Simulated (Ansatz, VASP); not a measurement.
Be2Te in VASP and in Ansatz

INCAR

```
PREC     = Accurate       # precision mode
ENCUT    = 600            # plane-wave cutoff, eV
EDIFF    = 1E-6           # SCF threshold, eV
ISMEAR   = 0              # smearing method
SIGMA    = 0.1            # smearing width, eV
LREAL    = F              # projectors in reciprocal space
LASPH    = T              # aspherical terms in the spheres
NELM     = 120            # most SCF steps
ALGO     = Normal         # electronic algorithm
ISIF     = 2              # what is computed and relaxed
LWAVE    = F              # write WAVECAR
LCHARG   = F              # write CHGCAR
GGA      = PE             # functional
NBANDS   = 19             # bands
GGA_COMPAT= F
```

The input KPOINTS:

```
Automatic mesh
0
Gamma
  4 4 6
```

File POSCAR:

```
Be2Te
1.0
    5.4134036049      0.0000000000      0.0000000000
    0.0000000000      5.4134036049      0.0000000000
    0.0000000000      0.0000000000      3.4867786824
Be Te
4 2
Direct
    0.3060000000      0.3060000000      0.0000000000
    0.1940000000      0.8060000000      0.5000000000
    0.6940000000      0.6940000000      0.0000000000
    0.8060000000      0.1940000000      0.5000000000
    0.0000000000      0.0000000000      0.0000000000
    0.5000000000      0.5000000000      0.5000000000
```

Input for Ansatz:

```yaml
crystal:
  lattice:
    - [5.4134036049, 0.0, 0.0]
    - [0.0, 5.4134036049, 0.0]
    - [0.0, 0.0, 3.4867786824]
  atoms:
    - { symbol: Be, position: [0.306, 0.306, 0.0] }
    - { symbol: Be, position: [0.194, 0.806, 0.5] }
    - { symbol: Be, position: [0.694, 0.694, 0.0] }
    - { symbol: Be, position: [0.806, 0.194, 0.5] }
    - { symbol: Te, position: [0.0, 0.0, 0.0] }
    - { symbol: Te, position: [0.5, 0.5, 0.5] }
basis:
  ecutwfc: 420
kpoints:
  mp_grid: { grid: [4, 4, 6] }
hamiltonian:
  xc: pbe
scf:
  occupations: { method: gaussian, width: 0.1 }
  lower_state_search: "off"
output:
  forces: true
  stress: true
  eigenvalues: true
```

Alike in both runs: task single point; functional PBE; k mesh 4 × 4 × 6; occupations gaussian, width 0.1 eV; no spin polarisation.

```csv
,VASP,Ansatz
version,VASP 6.6.1,Ansatz 0.2.0
potentials or method,"VASP PAW PBE potentials, release 64 (Be, Te), cutoff 600 eV","scalar-relativistic, plane waves, PAW"
valence electrons in the cell,20,40
```

Ansatz gave:

* gap on the k mesh at the Fermi level (eV): none
* pressure (GPa): 16.4
* traceless stress, the component that is largest in VASP (GPa): 8.28
* rms of the force components (eV/Å): 0.450

**Question.** What did VASP give for the same quantities?

**Answer.** gap on the k mesh at the Fermi level (eV): none; pressure (GPa): 16.7; traceless stress, the component that is largest in VASP (GPa): 8.44; rms of the force components (eV/Å): 0.456.

Atom by atom the forces differ by 0.006 eV/Å (rms over components). A gap of «none» marks a metal or a gap that the smearing closes. VASP's potentials hold 20 valence electrons a cell and Ansatz's 40, so a difference there can come from the potentials and not from the codes.

Neither program's run includes spin-orbit coupling.
